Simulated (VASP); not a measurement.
Runs of VASP 6.6.1 on TiAl3. The structure is that of space group P6_3/mmc (No. 194), or close to it. The cells are those of the table. 

```csv
task,spin,cell,k mesh,cutoff (eV),gap on the mesh (eV),pressure (GPa),relaxed volume (Å³/atom),largest force (eV/Å)
single point,"collinear, ferromagnetic start","a = 2.905, b = 2.905, c = 18.313 Å, angles 90.0, 90.0, 120.0°, 8 atoms",6 × 6 × 1,520,none,0.1,-,0.04
relaxation of cell and atoms,off,"relaxed from a = 2.905, b = 2.905, c = 18.313 Å, angles 90.0, 90.0, 120.0°, 8 atoms",12 × 12 × 2,600,none,0.0,(a),0.01
single point,off,"a = 2.913, b = 2.913, c = 18.229 Å, angles 90.0, 90.0, 120.0°, 8 atoms",12 × 12 × 2,520,none,-0.1,-,-
single point,off,"a = 2.905, b = 2.905, c = 18.313 Å, angles 90.0, 90.0, 120.0°, 8 atoms",6 × 6 × 2,520,none,-0.1,-,-
relaxation of cell and atoms,off,"relaxed from a = 2.920, b = 2.920, c = 14.049 Å, angles 90.0, 90.0, 120.0°, 8 atoms",6 × 6 × 2,600,none,0.0,16.71,-
```

Alike in all rows: level PBE; potentials or basis VASP PAW PBE potentials, release 64 (Ti_sv, Al); smearing gaussian 0.1 eV.

Q: Fill in the values left out.

A: (a) 16.74.

Caveats: some runs use coarse meshes; the volume moved by over 15 % at a fixed basis, so the end points are rough (some runs).

A gap of «none» marks levels without a gap at the run's occupations.
